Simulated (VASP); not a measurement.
Input of a VASP 6.6.1 run:

Contents of INCAR:

```
PREC = Accurate ; ENCUT = 600
EDIFF = 1E-6 ; ISMEAR = 0
SIGMA = 0.01 ; LREAL = False
LASPH = True ; NELM = 60
ALGO = Normal ; ISIF = 3
LWAVE = False ; LCHARG = False
GGA = PE ; IBRION = 2
NSW = 100 ; EDIFFG = -0.01
```

The input KPOINTS:

```
Automatic mesh
0
Gamma
  10 10 10
```

File POSCAR:

```
I
1.0
    0.0000000000      4.3000262486      5.4476644677
    2.2175297252      0.0000000000      5.4476644677
    2.2175297252      4.3000262486      0.0000000000
I
2
Direct
    0.3715028320      0.3715028320      0.6284971680
    0.6284971680      0.6284971680      0.3715028320
```

Potentials or basis: VASP PAW PBE potentials, release 64 (I).

Run with:

```console
$ cat potpaw_PBE.64/I/POTCAR > POTCAR
$ mpirun -np 1 vasp_std > vasp.out
```

Task: Predict the space group after relaxing (to 0.1 Å).

Result: Fmmm (No. 69).

Task: Estimate the band gap on the k mesh.

Result: 0.20 eV.

Task: What does it give for the relaxed volume?

Result: 55.08 Å³/atom.

Step by step:
```tsv
step	energy change (eV)	largest force (eV/Å)	pressure (GPa)	volume (Å³)
1	0.0000	0.0604	0.04	103.89
2	-0.0008	0.0204	-0.04	104.08
3	-0.0012	0.0294	-0.13	104.29
4	-0.0016	0.0302	-0.10	104.25
5	-0.0026	0.0319	-0.03	104.11
6	-0.0031	0.0384	0.14	103.84
7	-0.0032	0.0365	0.10	103.90
8	-0.0034	0.0395	0.08	104.08
9	-0.0039	0.0485	0.06	104.62
10	-0.0045	0.0656	0.00	105.70
11	-0.0049	0.0443	0.05	105.95
12	-0.0052	0.0090	0.16	106.53
13	-0.0054	0.0162	0.15	106.92
14	-0.0057	0.0375	0.13	108.11
15	-0.0056	0.0797	0.09	110.49
16	-0.0058	0.0539	0.11	109.03
17	-0.0060	0.0234	0.04	109.35
18	-0.0060	0.0131	0.00	109.46
19	-0.0060	0.0149	0.00	109.44
20	-0.0061	0.0124	0.01	109.52
21	-0.0063	0.0039	0.00	109.76
22	-0.0064	0.0129	0.01	110.25
23	-0.0064	0.0110	0.00	110.18
24	-0.0064	0.0033	0.01	109.97
25	-0.0064	0.0087	0.02	110.13
26	-0.0064	0.0100	0.01	110.17
```

Caveat: semilocal functionals underestimate gaps, and a narrow one can read as zero; spin-orbit coupling is left out, which moves the levels of the heavy elements. A k mesh can miss the band edges.
